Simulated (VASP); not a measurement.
Runs of VASP 6.6.1 on BP. It takes space group P6_3/mmc (No. 194, hexagonal). The conventional cell has a = 3.204 Å, b = 3.204 Å, c = 8.467 Å, α = 90.00°, β = 90.00°, γ = 120.00°. Within 2.5 Å of B (site symmetry -6m2) lie 3 P at 1.85 Å. P (site symmetry -6m2) has 3 B at 1.85 Å within 2.5 Å. 

```tsv
level	potentials or basis	grid for exact exchange (PRECFOCK)	screening parameter	gap on the mesh (eV)	pressure (GPa)
r2SCAN	VASP PAW PBE potentials, release 64 (B, P)	-	-	(a)	-0.3
PBE	VASP PAW PBE potentials, release 64 (B, P)	-	-	(b)	1.0
HSE06	VASP PAW PBE potentials, release 64 (B, P)	Normal	0.2079 1/Å	1.34	-0.5
LDA	VASP PAW LDA potentials, release 64 (B, P)	-	-	(c)	-2.5
```

Alike in all rows: task single point; no spin polarisation; cell as given; k mesh 6 × 6 × 2; cutoff (eV) 520; smearing gaussian 0.01 eV.

**Question.** Estimate the missing entries.

**Answer.** (a) 1.07; (b) 0.87; (c) 0.81.

Caveats: the PAW data sets were made with another functional, which shifts forces and pressure a little (some runs); this functional lacks dispersion, which binds the layers, so the pressure and a relaxed spacing across them are unreliable (some runs).

A k mesh can miss the band edges.
